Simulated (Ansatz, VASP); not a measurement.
# Pd: VASP beside Ansatz

Contents of INCAR:

```
SYSTEM = Pd
ALGO = Normal
EDIFF = 1E-7
ENCUT = 520
GGA = PE
ISIF = 2
ISMEAR = -1
LASPH = .TRUE.
LCHARG = .FALSE.
LREAL = .FALSE.
LWAVE = .FALSE.
NBANDS = 22
NELM = 80
PREC = Accurate
SIGMA = 0.1
```

File KPOINTS:

```
k-points
0
G
  11 11 15
  0 0 0
```

The input POSCAR:

```
Pd
1.0
    4.6777164868      0.0000000000      0.0000000000
   -2.3388582434      4.0510213093      0.0000000000
    0.0000000000      0.0000000000      2.7833395634
Pd
3
Direct
    0.0000000000      0.0000000000      0.0000000000
    0.3333333333      0.6666666667      0.5000000000
    0.6666666667      0.3333333333      0.5000000000
```

Input for Ansatz:

```yaml
crystal:
  lattice:
    - [4.6777164868, 0.0, 0.0]
    - [-2.3388582434, 4.0510213093, 0.0]
    - [0.0, 0.0, 2.7833395634]
  atoms:
    - { symbol: Pd, position: [0.0, 0.0, 0.0] }
    - { symbol: Pd, position: [0.3333333333, 0.6666666667, 0.5] }
    - { symbol: Pd, position: [0.6666666667, 0.3333333333, 0.5] }
hamiltonian:
  xc: pbe
  pseudopotentials:
    kind: paw
    azcp:
      Pd: "pseudopotentials/Pd.paw.azcp"
basis:
  ecutwfc: 420
  fft_grid_basis: typed
kpoints:
  mp_grid: { grid: [11, 11, 15], shift: [0, 0, 0] }
magnetization:
  spin_polarized: false
scf:
  occupations: { method: fermi_dirac, width: 0.1 }
output:
  stress: true
```

Alike in both runs: task single point; functional PBE; k mesh 11 × 11 × 15; occupations fermi-dirac, width 0.1 eV; no spin polarisation.

```csv
,VASP,Ansatz
version,VASP 6.6.1,Ansatz 0.2.0
potentials or method,"VASP PAW PBE potentials, release 64 (Pd), cutoff 520 eV","plane waves (420 eV) with PAW, scalar-relativistic"
valence electrons in the cell,30,54
```

|  | VASP | Ansatz | Ansatz less VASP |
| --- | --- | --- | --- |
| pressure (GPa) | -13.2 | -13.0 | +0.16 |
| traceless stress, the component that is largest in VASP (GPa) | 0.12 | 0.10 | -0.025 |

The functional is the same, so the differences come from potentials, cutoffs and numerics. VASP's potentials hold 30 valence electrons a cell and Ansatz's 54, so a difference there can come from the potentials and not from the codes.
